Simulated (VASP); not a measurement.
Ge3Pd: single point with PBE

The system is Ge3Pd.

```
Ge Pd
1.0
     4.19653    0.00000    0.00000
     0.00000    4.19653    0.00000
     0.00000    0.00000    4.19653
Ge Pd
3 1
Direct
  0.00000 0.50000 0.50000
  0.50000 0.00000 0.50000
  0.50000 0.50000 0.00000
  0.00000 0.00000 0.00000
```

```yaml
Program: VASP 6.6.1
Task: single point
Functional: PBE
Potentials_or_basis: VASP PAW PBE potentials, release 64 (Ge_d, Pd)
Cutoff: 500 eV
k_mesh: 6 × 6 × 6
Occupations: methfessel-paxton, width 0.05 eV
Spin: no spin polarisation
Dipole_correction: no
Further_INCAR_settings: ALGO = Normal; EDIFF = 1e-06; NBANDS = 34
```

```json
{
 "Pressure": "-2.8 GPa",
 "Band gap on the k mesh": "zero (bands 26 and 27 overlap by 1.68 eV)"
}
```

Levels at points of the mesh, in eV from the Fermi level:
```csv
k point,band 24,band 25,band 26,band 27,band 28,band 29
"(0.00, 0.00, 0.00)",-2.52,-1.60,-1.60,0.89,2.92,2.92
"(0.50, 0.00, 0.00)",-0.23,-0.23,-0.03,-0.03,0.21,0.86
"(0.50, 0.50, 0.00)",-1.97,-0.27,0.12,0.91,0.91,2.35
"(0.50, 0.50, 0.50)",-2.18,-1.56,-1.56,-1.56,-0.23,7.14
```

It took 29 s on 1 thread of Intel(R) Xeon(R) Platinum 8259CL CPU @ 2.50GHz (Skylake/Cascade Lake), with other jobs on the host, peak memory 0.19 GiB.
